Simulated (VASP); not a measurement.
Here is a VASP 6.6.1 calculation.

File INCAR:

```
PREC     = Accurate       # precision mode
ENCUT    = 520            # plane-wave cutoff, eV
EDIFF    = 1E-7           # SCF threshold, eV
ISMEAR   = 0              # smearing method
SIGMA    = 0.15           # smearing width, eV
LREAL    = False          # projectors in reciprocal space
LASPH    = True           # aspherical terms in the spheres
NELM     = 80             # most SCF steps
ALGO     = Normal         # electronic algorithm
ISIF     = 2              # what is computed and relaxed
LWAVE    = False          # write WAVECAR
LCHARG   = False          # write CHGCAR
NBANDS   = 8              # bands
```

Contents of KPOINTS:

```
regular mesh
0
Gamma
  24 24 20
```

Contents of POSCAR:

```
Si
1.0
    2.7515699556      0.0000000000      0.0000000000
   -1.3757849778      2.3829294819      0.0000000000
    0.0000000000      0.0000000000      2.4663543900
Si
1
Direct
    0.0000000000      0.0000000000      0.0000000000
```

Potentials or basis: VASP PAW LDA potentials, release 64 (Si).

The run is started by

```bash
$ cat potpaw_LDA.64/Si/POTCAR > POTCAR
$ mpirun -np 1 vasp_std > vasp.out
```

**Question.** Estimate the pressure.

**Answer.** -8.9 GPa.

**Question.** What does it give for the band gap on the k mesh?

**Answer.** Zero (bands 2 and 3 overlap by 12.01 eV).

Stress tensor (GPa, compression positive):
```
-10.98   0.00   0.00
  0.00 -10.98   0.00
  0.00   0.00  -4.85
```

Caveat: the cell differs from its parent crystal (strain +0.050 along x and y, +0.000 along z); the cell stands under tension.
